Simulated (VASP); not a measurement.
Input of a VASP 6.6.1 run:

File INCAR:

```
  PREC = Accurate
  ENCUT = 520
  EDIFF = 1E-6
  ISMEAR = 0
  SIGMA = 0.1
  LREAL = False
  LASPH = True
  NELM = 100
  ALGO = Normal
  ISIF = 2
  LWAVE = False
  LCHARG = True
  GGA = PE
  LELF = True
  LVHAR = True
  NBANDS = 38
```

KPOINTS

```
regular mesh
0
Gamma
  6 6 2
```

Contents of POSCAR:

```
Ga2GeO3
1.0
    3.1213112335      0.0000000000      0.0000000000
    0.0000000000      3.1213112335      0.0000000000
    0.0000000000      0.0000000000     11.2420340314
Ga Ge O
2 1 3
Direct
    0.0000000000      0.0000000000      0.3931776269
    0.0000000000      0.0000000000      0.6068223731
    0.5000000000      0.5000000000      0.0000000000
    0.0000000000      0.0000000000      0.0000000000
    0.0000000000      0.0000000000      0.7557799285
    0.0000000000      0.0000000000      0.2442200715
```

Potentials or basis: VASP PAW PBE potentials, release 64 (Ga_d, Ge_d, O).

Launch:

```bash
$ cat potpaw_PBE.64/Ga_d/POTCAR potpaw_PBE.64/Ge_d/POTCAR potpaw_PBE.64/O/POTCAR > POTCAR
$ mpirun -np 1 vasp_std > vasp.out
```

Problem. What does it give for the pressure?

Solution. 0.2 GPa.

Problem. Predict the largest force.

Solution. 0.019 eV/Å.

Problem. What does it give for the band gap on the k mesh?

Solution. Zero (band 29 reaches 1.60 eV, above the bottom of band 30 at 1.43 eV).

Forces in eV/Å, atoms in the order of the input:
```
Ga   0.000  0.000 -0.019
Ga   0.000  0.000  0.019
Ge   0.000  0.000  0.000
O    0.000  0.000  0.000
O    0.000  0.000  0.004
O    0.000  0.000 -0.004
```
